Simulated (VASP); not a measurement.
## CdS: electric field gradients with PBE

Crystal: CdS.

```
Cd S
1.0
     0.00000    2.94295    2.85466
     2.94295    0.00000    2.85466
     2.94295    2.94295    0.00000
Cd S
1 1
Direct
  0.00000 0.00000 0.00000
  0.75000 0.75000 0.75000
```

This cell differs from its parent crystal: zz strain of -3 %.

```yaml
Program: VASP 6.6.1
Task: electric field gradients
Functional: PBE
Potentials_or_basis: VASP PAW PBE potentials, release 64 (Cd, S)
Cutoff: 400 eV
k_mesh: 7 × 7 × 7
Occupations: fermi-dirac, width 0.02 eV
Spin: no spin polarisation
Dipole_correction: no
Further_INCAR_settings: ALGO = Normal; EDIFF = 1e-08; NBANDS = 16
```

```yaml
Pressure: 3.0 GPa
Band_gap_on_the_k_mesh: 1.10 eV, direct
```

Stress tensor (GPa, compression positive):
```
2.85 0.00 0.00
0.00 2.85 0.00
0.00 0.00 3.29
```

Levels at points of the mesh, in eV from the valence-band top:
| k point | band 5 | band 6 | band 7 | band 8 | band 9 | band 10 | band 11 | band 12 | band 13 | band 14 |
| --- | --- | --- | --- | --- | --- | --- | --- | --- | --- | --- |
| (0.00, 0.00, 0.00) | -7.32 | -7.30 | -0.09 | -0.09 | 0.00 | 1.10 | 6.49 | 6.49 | 6.50 | 11.22 |

Electric field gradients, principal values (V/Å²):
| atom | least | middle | greatest (by size) |
| --- | --- | --- | --- |
| 1 Cd | -4.789 | -4.791 | 9.580 |
| 2 S | 2.808 | 2.808 | -5.615 |

Run time: 16 s on 1 thread of Intel(R) Xeon(R) Platinum 8488C (Sapphire Rapids), on a shared host, peak memory 0.16 GiB.

Caveat: the cell differs from its parent crystal (zz strain of -3 %); without QUAD_EFG the Cq values of the log hold for a quadrupole moment of 1 mb, not for the nuclei.
